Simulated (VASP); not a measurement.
**CoO: single point with BLYP+D3(BJ)**

Crystal: CoO.

```
Co O
1.0
     0.00000    2.10269    2.10269
     2.10269    0.00000    2.10269
     2.10269    2.10269    0.00000
Co O
1 1
Direct
  0.00000 0.00000 0.00000
  0.50000 0.50000 0.50000
```

```json
{
 "Program": "VASP 6.6.1",
 "Task": "single point",
 "Functional": "BLYP",
 "Dispersion": "D3(BJ)",
 "Potentials or basis": "VASP PAW PBE potentials, release 64 (Co_sv, O_h)",
 "Cutoff": "1340 eV",
 "k mesh": "11 × 11 × 11",
 "Occupations": "fermi-dirac, width 0.05 eV",
 "Spin": "collinear spin, ferromagnetic start",
 "Starting moments": "[2.0, 0.0] μB"
}
```

```json
{"Pressure": "1.6 GPa", "Net moment": "2.49 μB per cell", "Site moments": "Co +2.20; O +0.16 μB", "Valence electrons inside the program's atomic spheres": "Co 14.95; O 3.36", "Dispersion energy per atom": "-0.494 eV"}
```

Levels at points of the mesh, in eV from the Fermi level:
Spin up:
```csv
k point,band 11,band 12,band 13,band 14,band 15,band 16
"(0.00, 0.00, 0.00)",-2.80,-2.80,-2.80,1.54,17.68,18.79
```
Spin down:
| k point | band 8 | band 9 | band 10 | band 11 | band 12 | band 13 |
| --- | --- | --- | --- | --- | --- | --- |
| (0.00, 0.00, 0.00) | -2.94 | -1.20 | -1.20 | -1.20 | 0.04 | 0.04 |

Run time: 5 min on 1 thread of Intel(R) Xeon(R) Platinum 8259CL CPU @ 2.50GHz (Skylake/Cascade Lake) (shared host), peak memory 0.33 GiB.

Caveat: the PAW data sets were made with another functional, which shifts forces and pressure a little; a cell with one magnetic atom can't hold antiferromagnetic order, which such compounds often take; semilocal functionals often make such compounds metallic where correlation or magnetic order opens a gap, which also shifts bond lengths. With open d or f shells a metallic result of BLYP can be an artefact of self-interaction; +U or a hybrid may open a gap.
